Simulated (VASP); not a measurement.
# Al (P6_3/mmc) in VASP: further runs

Al is run at these levels: PBEsol; tasks: single point.

Program: VASP 6.6.1. These are calculated values, not measurements. Logs are shortened: lines on timing, memory, paths and dates and some standing lists are left out, and cuts for length are marked.

### Step 1. The cell of the first run

The structure is hexagonal, space group P6_3/mmc (No. 194). Conventional cell: a = 2.890 Å, b = 2.890 Å, c = 4.564 Å, α = 90.00°, β = 90.00°, γ = 120.00°. Al (site symmetry -6m2) has 12 Al at 2.83 to 2.89 Å within 3.7 Å.

### Step 2. Single point, PBEsol

INCAR reads:

```
PREC     = Accurate       # precision mode
ENCUT    = 520            # plane-wave cutoff, eV
EDIFF    = 1E-7           # SCF threshold, eV
ISMEAR   = 0              # smearing method
SIGMA    = 0.15           # smearing width, eV
LREAL    = F              # projectors in reciprocal space
LASPH    = T              # aspherical terms in the spheres
NELM     = 60             # most SCF steps
ALGO     = Normal         # electronic algorithm
ISIF     = 2              # what is computed and relaxed
LWAVE    = F              # write WAVECAR
LCHARG   = F              # write CHGCAR
GGA      = PS             # functional
NBANDS   = 10             # bands
```

KPOINTS reads:

```
Automatic mesh
0
Gamma
  18 18 10
```

POSCAR reads:

```
Al
1.0
    2.8896000000      0.0000000000      0.0000000000
   -1.4448000000      2.5024670068      0.0000000000
    0.0000000000      0.0000000000      4.5641000000
Al
2
Direct
    0.6666666667      0.3333333333      0.7500000000
    0.3333333333      0.6666666667      0.2500000000
```

Potentials or basis: VASP PAW PBE potentials, release 64 (Al).

The run is started by

```bash
cat potpaw_PBE.64/Al/POTCAR > POTCAR
mpirun -np 1 vasp_std > vasp.out
```

OUTCAR:

```text
PREC = Accurate
   ENCUT = 520
   EDIFF = 1E-7
   ISMEAR = 0
   LREAL = F
   LASPH = T
   NELM = 60
   ISIF = 2
   GGA = PS

 ion  position               nearest neighbor table
   1  0.667  0.333  0.750-   2 2.83   2 2.83   2 2.83   2 2.83   2 2.83   2 2.83
   2  0.333  0.667  0.250-   1 2.83   1 2.83   1 2.83   1 2.83   1 2.83   1 2.83

  LATTYP: Found a hexagonal cell.
 ALAT       =     2.8896000000
 C/A-ratio  =     1.5794919712

  Lattice vectors:

 A1 = (   2.8896000000,   0.0000000000,   0.0000000000)
 A2 = (  -1.4448000000,   2.5024670068,   0.0000000000)
 A3 = (   0.0000000000,   0.0000000000,   4.5641000000)

Analysis of symmetry for initial positions (statically):
=====================================================================
 Subroutine PRICEL returns:
 Original cell was already a primitive cell.

 Routine SETGRP: Setting up the symmetry group for a
 hexagonal supercell.

 Subroutine GETGRP returns: Found 24 space group operations
 (whereof 12 operations were pure point group operations)
 out of a pool of 24 trial point group operations.

The static configuration has the point symmetry D_3d.
 The point group associated with its full space group is D_6h.

Analysis of symmetry for dynamics (positions and initial velocities):
=====================================================================
 Subroutine PRICEL returns:
 Original cell was already a primitive cell.

 Routine SETGRP: Setting up the symmetry group for a
 hexagonal supercell.

 Subroutine GETGRP returns: Found 24 space group operations
 (whereof 12 operations were pure point group operations)
 out of a pool of 24 trial point group operations.

The dynamic configuration has the point symmetry D_3d.
 The point group associated with its full space group is D_6h.

 Subroutine INISYM returns: Found 24 space group operations
 (whereof 12 operations are pure point group operations),
 and found     1 'primitive' translations

----------------------------------------------------------------------------------------

                                     Primitive cell

  volume of cell :      33.0036

  direct lattice vectors                    reciprocal lattice vectors
     2.889600000  0.000000000  0.000000000     0.346068660  0.199802834  0.000000000
    -1.444800000  2.502467007  0.000000000     0.000000000  0.399605668  0.000000000
     0.000000000  0.000000000  4.564100000     0.000000000  0.000000000  0.219101247

  length of vectors
     2.889600000  2.889600000  4.564100000     0.399605668  0.399605668  0.219101247

  position of ions in fractional coordinates (direct lattice)
     0.666666667  0.333333333  0.750000000
     0.333333333  0.666666667  0.250000000

  ion indices of the primitive-cell ions
   primitive index   ion index
                 1           1
                 2           2

----------------------------------------------------------------------------------------

 KPOINTS: Automatic mesh

Automatic generation of k-mesh.
 Grid dimensions read from file:
 generate k-points for:   18   18   10

 Generating k-lattice:

  Cartesian coordinates                     Fractional coordinates (reciprocal lattice)
     0.019226037  0.011100157  0.000000000     0.055555556  0.000000000  0.000000000
     0.000000000  0.022200315  0.000000000     0.000000000  0.055555556  0.000000000
     0.000000000  0.000000000  0.021910125     0.000000000  0.000000000  0.100000000

  Length of vectors
     0.022200315  0.022200315  0.021910125

  Shift w.r.t. Gamma in fractional coordinates (k-lattice)
     0.000000000  0.000000000  0.000000000

 Subroutine IBZKPT returns following result:
 ===========================================

 Found    222 irreducible k-points:

 Following reciprocal coordinates:
            Coordinates               Weight
  0.000000  0.000000  0.000000      1.000000
  0.055556 -0.000000  0.000000      6.000000
  0.111111 -0.000000  0.000000      6.000000
  0.166667 -0.000000  0.000000      6.000000
  0.222222 -0.000000  0.000000      6.000000
  0.277778  0.000000  0.000000      6.000000
[... 16 lines left out ...]
  0.333333  0.111111  0.000000     12.000000
  0.388889  0.111111  0.000000     12.000000
 [... further k-points ...]
   k-points           NKPTS =    222   k-points in BZ     NKDIM =    222   number of bands    NBANDS=     10
   number of dos      NEDOS =    301   number of ions     NIONS =      2
   total plane-waves  NPLWV =  20736
   dimension x,y,z NGX =    24 NGY =   24 NGZ =   36
   dimension x,y,z NGXF=    48 NGYF=   48 NGZF=   72
   ions per type =               2
   NGX,Y,Z   is equivalent  to a cutoff of  13.81, 13.81, 13.11 a.u.
   NGXF,Y,Z  is equivalent  to a cutoff of  27.62, 27.62, 26.23 a.u.
 SYSTEM =  unknown system
   PREC   = accura    normal or accurate (medium, high low for compatibility)
   ISTART =      0    job   : 0-new  1-cont  2-samecut
   ICHARG =      2    charge: 1-file 2-atom 10-const
   ISPIN  =      1    spin polarized calculation?
   LNONCOLLINEAR =      F non collinear calculations
   LSORBIT =      F    spin-orbit coupling
   LASPH  =      T    aspherical Exc in radial PAW
   ENCUT  =  520.0 eV  38.22 Ry    6.18 a.u.   5.37  5.37  8.49*2*pi/ulx,y,z
   NELM   =     60;   NELMIN=  2; NELMDL= -5     # of ELM steps
   EDIFF  = 0.1E-06   stopping-criterion for ELM
   LREAL  =      F    real-space projection
   EDIFFG = 0.1E-05   stopping-criterion for IOM
   NSW    =      0    number of steps for IOM
   IBRION =     -1    ionic relax: 0-MD 1-quasi-New 2-CG
   NFREE  =      0    steps in history (QN), initial steepest desc. (CG)
   ISIF   =      2    stress and relaxation
   ISYM   =      2    0-nonsym 1-usesym 2-fastsym
   POTIM  = 0.5000    time-step for ionic-motion
   TEBEG  =    0.0;   TEEND  =   0.0 temperature during run
   PSTRESS=    0.0 pullay stress
   NELECT =       6.0000    total number of electrons
   NUPDOWN=      -1.0000    fix difference up-down
   EMIN   =  10.00;   EMAX   =-10.00  energy-range for DOS
   EFERMI =   0.00;   METHOD = LEGACY
   ISMEAR =     0;   SIGMA  =   0.15  broadening in eV -4-tet -1-fermi 0-gaus
   EFERMI_NEDOS =   21; number of points for ismear=-14 and -15
   IALGO  =     38    algorithm
   IMIX   =      4    mixing-type and parameters
     AMIX     =   0.40;   BMIX     =  1.00
     AMIX_MAG =   1.60;   BMIX_MAG =  1.00
  volume/ion in A,a.u.               =      16.50       111.36
  Fermi-wavevector in a.u.,A,eV,Ry     =   0.927409  1.752550 11.702211  0.860088
  Thomas-Fermi vector in A             =   2.053476
   LORBIT       =      0    0 simple, 1 ext, 2 COOP (PROOUT), +10 PAW based schemes
   GGA     = PS    functional components
   LHFCALC =     F    Hartree Fock is set to
   AEXX    =    0.0000 exact exchange contribution
   IVDW    =     0    specifies the selected vdW correction
   LEPSILON=     F    determine dielectric tensor
   LRPA    =     F    only Hartree local field effects (RPA)
 non-spin polarized calculation
 Gauss-broadening in eV      SIGMA  =   0.15
  energy-cutoff  :      520.00
  volume of cell :       33.00
 maximum number of plane-waves:       911
 NGX is ok and might be reduce to    24
   NGX = 11   NGY = 11   NGZ = 17

 number of electron       6.0000000 magnetization

 Free energy of the ion-electron system (eV)
  ---------------------------------------------------
  ext. energy  EPLUGINS =         0.00000000
  ---------------------------------------------------
  free energy    TOTEN  =        -8.11259239 eV

  energy without entropy =       -8.10186617  energy(sigma->0) =       -8.10722928

 E-fermi :   7.9460     XC(G=0): -10.2571

 val. band max:        7.9415989371   @ k =   0.2222   0.2222   0.1000
 cond. band min:       7.9494062489   @ k =   0.2222   0.2222   0.2000
 fundamental gap:      0.0078073118
 Fermi energy:         7.9459743172

 k-point     1 :       0.0000    0.0000    0.0000
  band No.  band energies     occupation
      1      -3.1837      2.00000
      2       3.5443      2.00000
      3       3.9800      2.00000
      4      17.9571      0.00000
      5      17.9571      0.00000
      6      18.4863      0.00000
      7      18.4863      0.00000
      8      20.3233      0.00000
      9      21.4752      0.00000
     10      23.2043      0.00000

 k-point     2 :       0.0556   -0.0000    0.0000
  band No.  band energies     occupation
      1      -3.1108      2.00000
      2       3.6117      2.00000
      3       4.0511      2.00000
      4      16.5221      0.00000
      5      17.1200      0.00000
      6      18.4043      0.00000
      7      19.4508      0.00000
      8      21.0246      0.00000
      9      22.1100      0.00000
     10      22.2540      0.00000

 k-point     3 :       0.1111   -0.0000    0.0000
  band No.  band energies     occupation
      1      -2.8924      2.00000
      2       3.8137      2.00000
      3       4.2636      2.00000
      4      14.5214      0.00000
      5      16.1914      0.00000
      6      17.6636      0.00000
      7      20.5076      0.00000
      8      20.7266      0.00000
      9      20.7586      0.00000
     10      22.1039      0.00000

 k-point     4 :       0.1667   -0.0000    0.0000
  band No.  band energies     occupation
      1      -2.5291      2.00000
      2       4.1504      2.00000
      3       4.6145      2.00000
      4      12.5255      0.00000
      5      15.3804      0.00000
      6      16.8012      0.00000
      7      18.6175      0.00000
      8      19.1673      0.00000
      9      21.3275      0.00000
     10      21.5589      0.00000

 k-point     5 :       0.2222   -0.0000    0.0000
  band No.  band energies     occupation
      1      -2.0222      2.00000
      2       4.6216      2.00000
      3       5.0969      2.00000
      4      10.6168      0.00000
      5      14.6936      0.00000
      6      15.8879      0.00000
      7      16.7560      0.00000
      8      17.6913      0.00000
      9      20.7221      0.00000
     10      20.8439      0.00000

 k-point     6 :       0.2778    0.0000    0.0000
  band No.  band energies     occupation
      1      -1.3731      2.00000
      2       5.2268      2.00000
      3       5.6880      2.00000
      4       8.8396      0.00000
      5      14.1322      0.00000
      6      14.8199      0.00000
      7      14.9817      0.00000
      8      16.5240      0.00000
      9      20.2246      0.00000
     10      20.2413      0.00000
[... 183 lines left out ...]
 k-point    21 :       0.2222    0.1111    0.0000
  band No.  band energies     occupation
      1      -1.1574      2.00000
      2       5.4284      2.00000
      3       5.8857      2.00000
      4       9.0383      0.00000
      5      11.3736      0.00000
      6      15.1063      0.00000
      7      15.7530      0.00000
      8      17.8663      0.00000
      9      18.1054      0.00000
     10      18.8119      0.00000

 k-point    22 :       0.2778    0.1111    0.0000
  band No.  band energies     occupation
      1      -0.3696      2.00000
      2       6.1660      2.00000
      3       6.3770      2.00000
      4       7.5997      1.99890
      5      10.8904      0.00000
      6      13.4856      0.00000
      7      14.2381      0.00000
      8      17.3408      0.00000
      9      17.6907      0.00000
     10      18.3820      0.00000

 k-point    23 :       0.3333    0.1111    0.0000
  band No.  band energies     occupation
      1       0.5551      2.00000
      2       5.4989      2.00000
      3       7.0318      2.00000
      4       7.7653      1.91143
      5      10.5135      0.00000
      6      11.9716      0.00000
      7      12.8498      0.00000
      8      16.9763      0.00000
      9      17.3922      0.00000
     10      18.0677      0.00000

 k-point    24 :       0.3889    0.1111    0.0000
  band No.  band energies     occupation
      1       1.6119      2.00000
      2       4.1202      2.00000
      3       8.0056      0.57421
      4       8.6421      0.00000
      5      10.1634      0.00000
      6      10.6040      0.00000
      7      11.7096      0.00000
      8      16.7603      0.00000
      9      17.2121      0.00000
     10      17.8768      0.00000

 [... further k-points ...]

------------------------ aborting loop because EDIFF is reached ----------------------------------------

  FORCE on cell =-STRESS in cart. coord.  units (eV):
  Direction    XX          YY          ZZ          XY          YZ          ZX
  --------------------------------------------------------------------------------------
  -------------------------------------------------------------------------------------
  Total       -0.3281784     -0.3281784      0.2036636      0.0000000     -0.0000000      0.0000000
  in kB      -15.9315994    -15.9315994      9.8869594      0.0000000     -0.0000000      0.0000000
  external PRESSURE =      -7.3254131 kB  Pullay stress =       0.0000000 kB

 VOLUME and BASIS-vectors are now :
 -----------------------------------------------------------------------------
  energy-cutoff  :      520.00
  volume of cell :       33.00
      direct lattice vectors                 reciprocal lattice vectors
     2.889600000  0.000000000  0.000000000     0.346068660  0.199802834  0.000000000
    -1.444800000  2.502467007  0.000000000     0.000000000  0.399605668  0.000000000
     0.000000000  0.000000000  4.564100000     0.000000000  0.000000000  0.219101247

 POSITION                                       TOTAL-FORCE (eV/Angst)
 -----------------------------------------------------------------------------------
      1.44480      0.83416      3.42307         0.000000      0.000000      0.000000
     -0.00000      1.66831      1.14102        -0.000000     -0.000000      0.000000
 -----------------------------------------------------------------------------------
    total drift:                                0.000000     -0.000000     -0.000000

  FREE ENERGIE OF THE ION-ELECTRON SYSTEM (eV)
  ---------------------------------------------------
  free  energy   TOTEN  =        -8.1125923921 eV

  energy  without entropy=       -8.1018661712  energy(sigma->0) =       -8.10722928
```

It took 17 s on 1 thread of Intel Xeon 6975P-C (Granite Rapids), shared host; peak memory 0.18 GiB.

What came out:

```yaml
Free_energy: -8.1126 eV
Pressure: -0.7 GPa
Band_gap_on_the_k_mesh: zero (band 3 reaches 12.58 eV, above the bottom of band 4 at 4.67 eV)
```

Levels at points of the mesh, in eV from the Fermi level:
| k point | band 1 | band 2 | band 3 | band 4 | band 5 | band 6 | band 7 | band 8 |
| --- | --- | --- | --- | --- | --- | --- | --- | --- |
| (0.00, 0.00, 0.00) | -11.13 | -4.40 | -3.97 | 10.01 | 10.01 | 10.54 | 10.54 | 12.38 |
| (0.50, 0.00, 0.00) | -5.47 | -5.22 | 0.63 | 1.45 | 1.56 | 1.99 | 5.19 | 7.00 |
| (0.00, 0.00, 0.50) | -9.36 | -9.36 | 4.07 | 4.07 | 11.36 | 11.36 | 11.36 | 11.36 |
| (0.50, 0.00, 0.50) | -3.97 | -3.97 | -3.28 | -3.28 | 6.71 | 6.71 | 7.58 | 7.58 |

Caveat: the PAW data sets were made with another functional, which shifts forces and pressure a little.

[end of part 1 of 2]
